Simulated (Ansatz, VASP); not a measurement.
## ZnO2: VASP beside Ansatz

INCAR

```
PREC     = Accurate       # precision mode
ENCUT    = 600            # plane-wave cutoff, eV
EDIFF    = 1E-6           # SCF threshold, eV
ISMEAR   = 0              # smearing method
SIGMA    = 0.05           # smearing width, eV
LREAL    = F              # projectors in reciprocal space
LASPH    = T              # aspherical terms in the spheres
NELM     = 120            # most SCF steps
ALGO     = Normal         # electronic algorithm
ISIF     = 2              # what is computed and relaxed
LWAVE    = F              # write WAVECAR
LCHARG   = T              # write CHGCAR
LELF     = T              # ELF
LVHAR    = T            
NBANDS   = 60             # bands
GGA_COMPAT= F
```

File KPOINTS:

```
regular mesh
0
Gamma
  6 6 6
```

The input POSCAR:

```
ZnO2
1.0
    4.8341317217      0.0000000000      0.0000000000
    0.0000000000      4.8341317217      0.0000000000
    0.0000000000      0.0000000000      4.8341317217
Zn O
4 8
Direct
    0.0000000000      0.5000000000      0.5000000000
    0.5000000000      0.5000000000      0.0000000000
    0.5000000000      0.0000000000      0.5000000000
    0.0000000000      0.0000000000      0.0000000000
    0.4124106084      0.0875893916      0.9124106084
    0.0875893916      0.9124106084      0.4124106084
    0.9124106084      0.4124106084      0.0875893916
    0.5875893916      0.5875893916      0.5875893916
    0.4124106084      0.4124106084      0.4124106084
    0.0875893916      0.5875893916      0.9124106084
    0.9124106084      0.0875893916      0.5875893916
    0.5875893916      0.9124106084      0.0875893916
```

Input for Ansatz:

```yaml
crystal:
  lattice:
    - [4.8341317217, 0.0, 0.0]
    - [0.0, 4.8341317217, 0.0]
    - [0.0, 0.0, 4.8341317217]
  atoms:
    - { symbol: Zn, position: [0.0, 0.5, 0.5] }
    - { symbol: Zn, position: [0.5, 0.5, 0.0] }
    - { symbol: Zn, position: [0.5, 0.0, 0.5] }
    - { symbol: Zn, position: [0.0, 0.0, 0.0] }
    - { symbol: O, position: [0.4124106094, 0.0875893906, 0.9124106094] }
    - { symbol: O, position: [0.0875893906, 0.9124106094, 0.4124106094] }
    - { symbol: O, position: [0.9124106094, 0.4124106094, 0.0875893906] }
    - { symbol: O, position: [0.5875893906, 0.5875893906, 0.5875893906] }
    - { symbol: O, position: [0.4124106094, 0.4124106094, 0.4124106094] }
    - { symbol: O, position: [0.0875893906, 0.5875893906, 0.9124106094] }
    - { symbol: O, position: [0.9124106094, 0.0875893906, 0.5875893906] }
    - { symbol: O, position: [0.5875893906, 0.9124106094, 0.0875893906] }
basis:
  ecutwfc: 520.0
kpoints:
  mp_grid: { grid: [6, 6, 6] }
hamiltonian:
  xc: lda
  pseudopotentials: { kind: paw, azcp: { folder: soft_1 } }
scf:
  occupations: { method: gaussian, width: 0.05 }
output:
  forces: true
  stress: true
  eigenvalues: true
```

Alike in both runs: task single point; functional LDA; k mesh 6 × 6 × 6; occupations gaussian, width 0.05 eV; no spin polarisation.

|  | VASP | Ansatz |
| --- | --- | --- |
| version | VASP 6.6.1 | Ansatz 0.2.0 |
| potentials or method | VASP PAW LDA potentials, release 64 (Zn, O), cutoff 600 eV | scalar-relativistic, plane waves, PAW |
| valence electrons in the cell | 96 | 96 |

VASP gave:

- gap on the k mesh at the Fermi level (eV): 2.25
- least direct gap on the mesh (eV): 2.40
- pressure (GPa): -2.2
- rms of the force components (eV/Å): 0.069

**Question.** Estimate Ansatz's values.

**Answer.** gap on the k mesh at the Fermi level (eV): 2.27; least direct gap on the mesh (eV): 2.42; pressure (GPa): -3.6; rms of the force components (eV/Å): 0.061.

Ansatz warns that its potentials were made for another functional, while VASP's fit it. LDA's correlation is that of Perdew and Zunger in VASP and of Perdew and Wang (1992) in Ansatz. Atom by atom the forces differ by 0.130 eV/Å (rms over components). One of these differences is far larger than is usual between the two programs; its cause wasn't traced.
